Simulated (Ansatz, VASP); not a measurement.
# One calculation of Co, two programs

INCAR

```
ALGO     = Normal         # electronic algorithm
EDIFF    = 1E-6           # SCF threshold, eV
ENCUT    = 520            # plane-wave cutoff, eV
GGA      = PE             # functional
ISIF     = 2              # what is computed and relaxed
ISMEAR   = -1             # smearing method
ISPIN    = 2              # spin polarisation
LASPH    = T              # aspherical terms in the spheres
LCHARG   = F              # write CHGCAR
LMAXMIX  = 4              # l up to which the mixer works
LORBIT   = 11             # projections on sites
LREAL    = F              # projectors in reciprocal space
LWAVE    = F              # write WAVECAR
MAGMOM   = 2 2            # initial moments
NBANDS   = 20             # bands
NELM     = 150            # most SCF steps
NUPDOWN  = 4.0            # fixed moment
PREC     = Accurate       # precision mode
SIGMA    = 0.05           # smearing width, eV
```

Contents of KPOINTS:

```
k-points
0
Gamma
  10 10 6
```

POSCAR

```
Co
1.0
    2.4873648738      0.0000000000      0.0000000000
   -1.2436824369      2.1541211692      0.0000000000
    0.0000000000      0.0000000000      4.0632895034
Co
2
Direct
    0.3333333333      0.6666666667      0.7401390000
    0.6666666667      0.3333333333      0.2598610000
```

input.yaml

```yaml
crystal:
  lattice:
    - [2.4873648738, 0.0, 0.0]
    - [-1.2436824369, 2.1541211692, 0.0]
    - [0.0, 0.0, 4.0632895034]
  atoms:
    - { symbol: Co, position: [0.3333333333, 0.6666666667, 0.740139], spin: 2.0 }
    - { symbol: Co, position: [0.6666666667, 0.3333333333, 0.259861], spin: 2.0 }
hamiltonian:
  xc: pbe
  pseudopotentials: { kind: paw }
magnetization:
  spin_polarized: true
  initial_magnetization: 4.0
  spin_locking: { lock_magnetization: hard }
kpoints:
  mp_grid: { grid: [10, 10, 6] }
scf:
  occupations: { method: fermi_dirac, width: 0.05 }
  lower_state_search: "off"
output:
  forces: true
  stress: true
  eigenvalues: true
  write_density: true
  write_potential: true
  elf: true
  volumetric_format: npy
```

Alike in both runs: task single point; functional PBE; k mesh 10 × 10 × 6; occupations fermi-dirac, width 0.05 eV; collinear spin; fixed moment 4 μB.

|  | VASP | Ansatz |
| --- | --- | --- |
| version | VASP 6.6.1 | Ansatz 0.2.0 |
| potentials or method | VASP PAW PBE potentials, release 64 (Co) | Ansatz PAW |
| plane-wave cutoff (eV) | 520 | 420 |
| valence electrons in the cell | 18 | 34 |

Ansatz gave:

| Quantity | Value |
| --- | --- |
| pressure (GPa) | 8.4 |
| traceless stress, the component that is largest in VASP (GPa) | -0.14 |
| rms of the force components (eV/Å) | 0.312 |
| net moment per atom (μB) | 2.00 |
| size of the moment on the site where the two differ most (μB) | 2.02 |

Problem. What did VASP give for the same quantities?

Solution. Pressure (GPa): 7.6; traceless stress, the component that is largest in VASP (GPa): -0.36; rms of the force components (eV/Å): 0.292; net moment per atom (μB): 2.00; size of the moment on the site where the two differ most (μB): 1.99.

Site moments also hang on the region over which each program counts them. Atom by atom the forces differ by 0.020 eV/Å (rms over components). VASP's potentials hold 18 valence electrons a cell and Ansatz's 34, so a difference there can come from the potentials and not from the codes.
